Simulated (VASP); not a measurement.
# Si62C (a cell with a defect) in VASP: single point with PBE

Aim: the single point of Si62C (a cell with a defect) with PBE.

Program: VASP 6.6.1. These are calculated values, not measurements. Logs are shortened: lines on timing, memory, paths and dates and some standing lists are left out, and cuts for length are marked.

## (1) The cell of the first run

The cell holds a defect, 63 atoms: a = 10.860 Å, b = 10.860 Å, c = 10.860 Å, α = 90.00°, β = 90.00°, γ = 90.00°.

## (2) Single point, PBE

The input, INCAR:

```
SYSTEM = Si62C
PREC = Accurate
ENCUT = 520
EDIFF = 1E-6
ISMEAR = -1
SIGMA = 0.05
LREAL = Auto
LASPH = .True.
NELM = 100
ALGO = Normal
ISIF = 2
LWAVE = .False.
LCHARG = .False.
GGA = PE
NBANDS = 163
```

The input, KPOINTS:

```
Automatic mesh
0
Gamma
  1 1 1
  0 0 0
```

The input, POSCAR:

```
Si62C
1.0
   10.8600000000      0.0000000000      0.0000000000
    0.0000000000     10.8600000000      0.0000000000
    0.0000000000      0.0000000000     10.8600000000
Si C
62 1
Direct
    0.4995702578      0.0004718232      0.0024154696
    0.6202141805      0.1223267035      0.1364580110
    0.7486698895      0.2435103131      0.0038783610
    0.8745048803      0.3748374770      0.1240753223
    0.7394989871     -0.0053498158      0.2643061694
    0.8732214549      0.1242327808      0.3763636280
   -0.0041201657     -0.0030029466     -0.0026273481
    0.1254421731      0.1223618785      0.1269732044
    0.2503104052      0.2461640884      0.0009837937
    0.3776172192      0.3624008287      0.1339349908
    0.4980449355      0.4929948435      0.0062852670
    0.6217991713      0.6311259669      0.1237018416
    0.7473286372      0.7541676796     -0.0027699816
    0.8703102210      0.8734326888      0.1300624309
    0.2693504604      0.0258069061      0.2720836096
    0.4922302026      0.2385048803      0.2756659300
    0.6274976980      0.3814086556      0.3726429098
    0.7508712707      0.5061148250      0.2446924494
    0.8788331492      0.6246549724      0.3752249540
    0.6002970534      0.1340639042      0.5977613260
    0.7497389503      0.2553815838      0.4970471455
    0.8808606814      0.3706723757      0.6288600368
    0.7304065378      0.0089163904      0.7312369245
    0.8686649171      0.1210509208      0.8668294659
    0.0002038674      0.4988822284     -0.0010328729
    0.1257236648      0.6228617864      0.1260341621
    0.2502061694      0.7527142726      0.0051412523
    0.3720191529      0.8854260589      0.1342114180
   -0.0012039595      0.2478303867      0.2489918969
    0.1328230203      0.3627323204      0.3759940147
    0.2491663904      0.4929174033      0.2487256906
    0.3724152855      0.6212051565      0.3730309392
    0.4951360037      0.7537737569      0.2544348066
    0.6066752302      0.8744860037      0.3981583794
    0.0001789134     -0.0007422652      0.5006510129
    0.1389112339      0.1201988950      0.6163886740
    0.2770914365      0.2351976980      0.4852958564
    0.3718129834      0.3775344383      0.6226666667
    0.5010605893      0.5012896869      0.5008993554
    0.6288841621      0.6192495396      0.6296256906
    0.7477576427      0.7469716390      0.5015127072
    0.8685135359      0.8789854512      0.6245248619
    0.2627586556     -0.0066581952      0.7408324125
    0.3763140884      0.1234710866      0.8730478821
    0.4961333333      0.2534400552      0.7468711786
    0.6268783610      0.3709775322      0.8786990792
    0.7540513812      0.4943174033      0.7539098527
    0.8748916206      0.6261457643      0.8765387661
    0.0040790055      0.7522989871      0.2507671271
    0.1320277164      0.8832409761      0.3748145488
    0.0045821363      0.4929406998      0.4978938306
    0.1214993554      0.6272187845      0.6248922652
    0.2505868324      0.7491401473      0.4973397790
    0.3920851750      0.8662249540      0.6131182320
    0.0079419890      0.2415974217      0.7470576427
    0.1259006446      0.3722504604      0.8754763352
    0.2460107735      0.5015720994      0.7500446593
    0.3732413444      0.6216146409      0.8810615101
    0.5012397790      0.7434975138      0.7525232965
    0.6227168508      0.8799554328      0.8703603131
   -0.0042658379      0.7530395948      0.7487833333
    0.1280745856      0.8729980663      0.8718671271
    0.3911186924      0.1531080110      0.3865712707
```

Potentials or basis: VASP PAW PBE potentials, release 64 (Si, C).

Started as:

```bash
$ cat potpaw_PBE.64/Si/POTCAR potpaw_PBE.64/C/POTCAR > POTCAR
$ mpirun -np 1 vasp_gam > vasp.out
```

OUTCAR:

```text
SYSTEM = Si62C
   PREC = Accurate
   ENCUT = 520
   EDIFF = 1E-6
   ISMEAR = -1
   LREAL = Auto
   LASPH = .True.
   NELM = 100
   ISIF = 2
   GGA = PE

 ion  position               nearest neighbor table
   1  0.500  0.000  0.002-  28 2.35  44 2.36  60 2.36   2 2.36
   2  0.620  0.122  0.136-   5 2.35   1 2.36   3 2.40  16 2.41
   3  0.749  0.244  0.004-  46 2.35   4 2.37  24 2.38   2 2.40
   4  0.875  0.375  0.124-  25 2.35  18 2.36  29 2.36   3 2.37
   5  0.739  0.995  0.264-   2 2.35   6 2.36  14 2.42  34 2.43
   6  0.873  0.124  0.376-  21 2.35  35 2.36   5 2.36  29 2.36
[... 11 lines left out ...]
  18  0.751  0.506  0.245-  12 2.35   4 2.36  17 2.36  19 2.37
  19  0.879  0.625  0.375-  18 2.37  49 2.37  41 2.38  51 2.38
  20  0.600  0.134  0.598-  21 2.36  45 2.36  23 2.44
  21  0.750  0.255  0.497-  17 2.34   6 2.35  20 2.36  22 2.38
  22  0.881  0.371  0.629-  55 2.35  47 2.35  51 2.36  21 2.38
[... 29 lines left out ...]
  52  0.121  0.627  0.625-  57 2.35  61 2.35  53 2.37  51 2.38
  53  0.251  0.749  0.497-  32 2.35  50 2.36  54 2.36  52 2.37
  54  0.392  0.866  0.613-  59 2.34  53 2.36  43 2.41
  55  0.008  0.242  0.747-  22 2.35  56 2.37  24 2.39  36 2.40
  56  0.126  0.372  0.875-  57 2.35  25 2.36   9 2.36  55 2.37
  57  0.246  0.502  0.750-  56 2.35  52 2.35  38 2.37  58 2.37
  58  0.373  0.622  0.881-  27 2.37  59 2.37  57 2.37  11 2.37
  59  0.501  0.743  0.753-  54 2.34  40 2.35  60 2.36  58 2.37
  60  0.623  0.880  0.870-   1 2.36  59 2.36  13 2.37  23 2.37
  61  0.996  0.753  0.749-  52 2.35  48 2.36  62 2.36  42 2.37
  62  0.128  0.873  0.872-  61 2.36  27 2.36   7 2.39  43 2.42
  63  0.391  0.153  0.387-  37 1.86  16 1.88  15 2.28

  LATTYP: Found a simple cubic cell.
 ALAT       =    10.8600000000

  Lattice vectors:

 A1 = (  10.8600000000,   0.0000000000,   0.0000000000)
 A2 = (   0.0000000000,  10.8600000000,   0.0000000000)
 A3 = (   0.0000000000,   0.0000000000,  10.8600000000)

Analysis of symmetry for initial positions (statically):
=====================================================================
 Subroutine PRICEL returns:
 Original cell was already a primitive cell.

 Routine SETGRP: Setting up the symmetry group for a
 simple cubic supercell.

 Subroutine GETGRP returns: Found  1 space group operations
 (whereof  1 operations were pure point group operations)
 out of a pool of 48 trial point group operations.

The static configuration has the point symmetry C_1 .

Analysis of symmetry for dynamics (positions and initial velocities):
=====================================================================
 Subroutine PRICEL returns:
 Original cell was already a primitive cell.

 Routine SETGRP: Setting up the symmetry group for a
 simple cubic supercell.

 Subroutine GETGRP returns: Found  1 space group operations
 (whereof  1 operations were pure point group operations)
 out of a pool of 48 trial point group operations.

The dynamic configuration has the point symmetry C_1 .

 Subroutine INISYM returns: Found  1 space group operations
 (whereof  1 operations are pure point group operations),
 and found     1 'primitive' translations

----------------------------------------------------------------------------------------

                                     Primitive cell

  volume of cell :    1280.8241

  direct lattice vectors                    reciprocal lattice vectors
    10.860000000  0.000000000  0.000000000     0.092081031  0.000000000  0.000000000
     0.000000000 10.860000000  0.000000000     0.000000000  0.092081031  0.000000000
     0.000000000  0.000000000 10.860000000     0.000000000  0.000000000  0.092081031

  length of vectors
    10.860000000 10.860000000 10.860000000     0.092081031  0.092081031  0.092081031

  position of ions in fractional coordinates (direct lattice)
     0.499570258  0.000471823  0.002415470
     0.620214180  0.122326704  0.136458011
     0.748669890  0.243510313  0.003878361
     0.874504880  0.374837477  0.124075322
     0.739498987  0.994650184  0.264306169
     0.873221455  0.124232781  0.376363628
[... 55 lines left out ...]
     0.128074586  0.872998066  0.871867127
     0.391118692  0.153108011  0.386571271

  ion indices of the primitive-cell ions
   primitive index   ion index
                 1           1
                 2           2
                 3           3
                 4           4
                 5           5
                 6           6
[... 55 lines left out ...]
                62          62
                63          63

----------------------------------------------------------------------------------------

 KPOINTS: Automatic mesh

Automatic generation of k-mesh.
 Grid dimensions read from file:
 generate k-points for:    1    1    1

 Generating k-lattice:

  Cartesian coordinates                     Fractional coordinates (reciprocal lattice)
     0.092081031  0.000000000  0.000000000     1.000000000  0.000000000  0.000000000
     0.000000000  0.092081031  0.000000000     0.000000000  1.000000000  0.000000000
     0.000000000  0.000000000  0.092081031     0.000000000  0.000000000  1.000000000

  Length of vectors
     0.092081031  0.092081031  0.092081031

  Shift w.r.t. Gamma in fractional coordinates (k-lattice)
     0.000000000  0.000000000  0.000000000

 Subroutine IBZKPT returns following result:
 ===========================================

 Found      1 irreducible k-points:

 Following reciprocal coordinates:
            Coordinates               Weight
  0.000000  0.000000  0.000000      1.000000
   k-points           NKPTS =      1   k-points in BZ     NKDIM =      1   number of bands    NBANDS=    163
   number of dos      NEDOS =    301   number of ions     NIONS =     63
   total plane-waves  NPLWV = 592704
   dimension x,y,z NGX =    84 NGY =   84 NGZ =   84
   dimension x,y,z NGXF=   168 NGYF=  168 NGZF=  168
   ions per type =              62   1
   NGX,Y,Z   is equivalent  to a cutoff of  12.86, 12.86, 12.86 a.u.
   NGXF,Y,Z  is equivalent  to a cutoff of  25.72, 25.72, 25.72 a.u.
 SYSTEM =  Si62C
   PREC   = accura    normal or accurate (medium, high low for compatibility)
   ISTART =      0    job   : 0-new  1-cont  2-samecut
   ICHARG =      2    charge: 1-file 2-atom 10-const
   ISPIN  =      1    spin polarized calculation?
   LNONCOLLINEAR =      F non collinear calculations
   LSORBIT =      F    spin-orbit coupling
   LASPH  =      T    aspherical Exc in radial PAW
   ENCUT  =  520.0 eV  38.22 Ry    6.18 a.u.  20.19 20.19 20.19*2*pi/ulx,y,z
   NELM   =    100;   NELMIN=  2; NELMDL= -5     # of ELM steps
   EDIFF  = 0.1E-05   stopping-criterion for ELM
   LREAL  =      T    real-space projection
   EDIFFG = 0.1E-04   stopping-criterion for IOM
   NSW    =      0    number of steps for IOM
   IBRION =     -1    ionic relax: 0-MD 1-quasi-New 2-CG
   NFREE  =      0    steps in history (QN), initial steepest desc. (CG)
   ISIF   =      2    stress and relaxation
   ISYM   =      2    0-nonsym 1-usesym 2-fastsym
   POTIM  = 0.5000    time-step for ionic-motion
   TEBEG  =    0.0;   TEEND  =   0.0 temperature during run
   PSTRESS=    0.0 pullay stress
   NELECT =     252.0000    total number of electrons
   NUPDOWN=      -1.0000    fix difference up-down
   EMIN   =  10.00;   EMAX   =-10.00  energy-range for DOS
   EFERMI =   0.00;   METHOD = LEGACY
   ISMEAR =    -1;   SIGMA  =   0.05  broadening in eV -4-tet -1-fermi 0-gaus
   EFERMI_NEDOS =   21; number of points for ismear=-14 and -15
   IALGO  =     38    algorithm
   IMIX   =      4    mixing-type and parameters
     AMIX     =   0.40;   BMIX     =  1.00
     AMIX_MAG =   1.60;   BMIX_MAG =  1.00
  volume/ion in A,a.u.               =      20.33       137.20
  Fermi-wavevector in a.u.,A,eV,Ry     =   0.952164  1.799329 12.335269  0.906617
  Thomas-Fermi vector in A             =   2.080702
   LORBIT       =      0    0 simple, 1 ext, 2 COOP (PROOUT), +10 PAW based schemes
   GGA     = PE    functional components
   LHFCALC =     F    Hartree Fock is set to
   AEXX    =    0.0000 exact exchange contribution
   IVDW    =     0    specifies the selected vdW correction
   LEPSILON=     F    determine dielectric tensor
   LRPA    =     F    only Hartree local field effects (RPA)
 non-spin polarized calculation
  energy-cutoff  :      520.00
  volume of cell :     1280.82
 maximum number of plane-waves:     17229
 NGX is ok and might be reduce to    84
   NGX = 41   NGY = 41   NGZ = 41

 number of electron     252.0000000 magnetization

 Free energy of the ion-electron system (eV)
  ---------------------------------------------------
  ext. energy  EPLUGINS =         0.00000000
  ---------------------------------------------------
  free energy    TOTEN  =      -333.81801666 eV

  energy without entropy =     -333.73249685  energy(sigma->0) =     -333.77525675

 E-fermi :   5.9874     XC(G=0):  -9.3170

 val. band max:        5.8920957174   @ k =   0.0000   0.0000   0.0000
 cond. band min:       6.0952845122   @ k =   0.0000   0.0000   0.0000
 fundamental gap:      0.2031887948
 Fermi energy:         5.9873607778

 k-point     1 :       0.0000    0.0000    0.0000
  band No.  band energies     occupation
      1      -6.4271      2.00000
      2      -5.9294      2.00000
      3      -5.1759      2.00000
      4      -5.1694      2.00000
      5      -5.1627      2.00000
      6      -5.1604      2.00000
[... 130 lines left out ...]
    137       6.8331      0.00000
    138       6.8528      0.00000
 [bands above 138 left out]

------------------------ aborting loop because EDIFF is reached ----------------------------------------

  FORCE on cell =-STRESS in cart. coord.  units (eV):
  Direction    XX          YY          ZZ          XY          YZ          ZX
  --------------------------------------------------------------------------------------
  -------------------------------------------------------------------------------------
  Total       -2.0406143      9.2327098     -1.7379075     -4.9918172     -5.8000858      2.2925562
  in kB       -2.5525957     11.5491572     -2.1739410     -6.2442428     -7.2553025      2.8677488
  external PRESSURE =       2.2742068 kB  Pullay stress =       0.0000000 kB

 VOLUME and BASIS-vectors are now :
 -----------------------------------------------------------------------------
  energy-cutoff  :      520.00
  volume of cell :     1280.82
      direct lattice vectors                 reciprocal lattice vectors
    10.860000000  0.000000000  0.000000000     0.092081031  0.000000000  0.000000000
     0.000000000 10.860000000  0.000000000     0.000000000  0.092081031  0.000000000
     0.000000000  0.000000000 10.860000000     0.000000000  0.000000000  0.092081031

 POSITION                                       TOTAL-FORCE (eV/Angst)
 -----------------------------------------------------------------------------------
      5.42533      0.00512      0.02623         0.029509      0.009349     -0.010042
      6.73553      1.32847      1.48193        -0.041772      0.001748      0.015398
      8.13055      2.64452      0.04212        -0.022793      0.008260      0.029801
      9.49712      4.07074      1.34746        -0.013389     -0.016526     -0.004624
      8.03096     10.80190      2.87036         0.013616      0.006394     -0.008705
      9.48319      1.34917      4.08731        -0.007800     -0.008046     -0.000918
[... 55 lines left out ...]
      1.39089      9.48076      9.46848         0.014549      0.007685      0.009817
      4.24755      1.66275      4.19816        -1.388355     -0.653191     -1.286442
 -----------------------------------------------------------------------------------
    total drift:                               -0.001376      0.001299      0.015081

  FREE ENERGIE OF THE ION-ELECTRON SYSTEM (eV)
  ---------------------------------------------------
  free  energy   TOTEN  =      -333.8180166577 eV

  energy  without entropy=     -333.7324968521  energy(sigma->0) =     -333.77525675
```

Run time: 12 min. Hardware: 1 thread of Intel Xeon 8259CL, shared host; peak memory 1 GiB.

What came out:

```yaml
Free_energy: -333.8180 eV
Pressure: 0.2 GPa
Largest_force: 2.002 eV/Å
```

Forces in eV/Å, atoms in the order of the input:
```
Si   0.030  0.009 -0.010
Si  -0.042  0.002  0.015
Si  -0.023  0.008  0.030
Si  -0.013 -0.017 -0.005
Si   0.014  0.006 -0.009
Si  -0.008 -0.008 -0.001
Si   0.100  0.006  0.094
Si   0.154  0.066  0.131
Si   0.000  0.031 -0.028
Si  -0.013  0.127 -0.157
Si   0.007  0.057 -0.073
Si   0.033 -0.030 -0.003
Si   0.025 -0.005  0.016
Si   0.020  0.008  0.003
Si   0.486  0.286  0.344
Si  -0.184  0.063 -0.236
Si  -0.115 -0.107  0.014
Si  -0.020 -0.060  0.057
Si   0.021  0.030 -0.014
Si   0.497 -0.462  0.535
Si  -0.055 -0.071  0.013
Si  -0.029  0.000 -0.017
Si   0.157 -0.045  0.151
Si   0.084  0.066  0.107
Si  -0.003  0.009  0.013
Si   0.006  0.009  0.007
Si   0.005  0.049  0.061
Si   0.087  0.047  0.057
Si  -0.004  0.016  0.009
Si  -0.140  0.118  0.003
Si  -0.008  0.008 -0.002
Si   0.002  0.000  0.002
Si   0.026 -0.040 -0.006
Si   0.086 -0.076 -0.007
Si   0.016  0.022  0.016
Si  -0.034  0.015  0.013
Si  -0.276  0.228  0.045
Si   0.028 -0.016 -0.002
Si   0.011  0.023  0.022
Si   0.013 -0.016  0.006
Si   0.051 -0.036  0.039
Si   0.042 -0.019 -0.020
Si  -0.006  0.018  0.009
Si   0.000 -0.002 -0.008
Si   0.025 -0.051 -0.025
Si   0.005 -0.008 -0.009
Si   0.005 -0.013  0.011
Si   0.004 -0.001 -0.006
Si   0.086  0.075  0.008
Si   0.130  0.117  0.044
Si  -0.049  0.052  0.007
Si   0.013  0.013  0.002
Si   0.030  0.009  0.011
Si   0.045  0.025  0.008
Si  -0.023  0.026 -0.005
Si  -0.017  0.011 -0.018
Si   0.025  0.009  0.009
Si   0.013  0.069 -0.013
Si   0.029  0.019 -0.006
Si   0.003 -0.029  0.024
Si   0.022  0.004  0.018
Si   0.015  0.008  0.010
C   -1.388 -0.653 -1.286
```

Stress tensor (GPa, compression positive):
```
-0.26 -0.62  0.29
-0.62  1.15 -0.73
 0.29 -0.73 -0.22
```

Levels at points of the mesh, in eV from the Fermi level:
| k point | band 123 | band 124 | band 125 | band 126 | band 127 | band 128 | band 129 | band 130 |
| --- | --- | --- | --- | --- | --- | --- | --- | --- |
| (0.00, 0.00, 0.00) | -0.90 | -0.62 | -0.60 | -0.10 | 0.11 | 0.19 | 0.27 | 0.38 |

Caveat: the k points lie up to 0.58 Å⁻¹ apart.
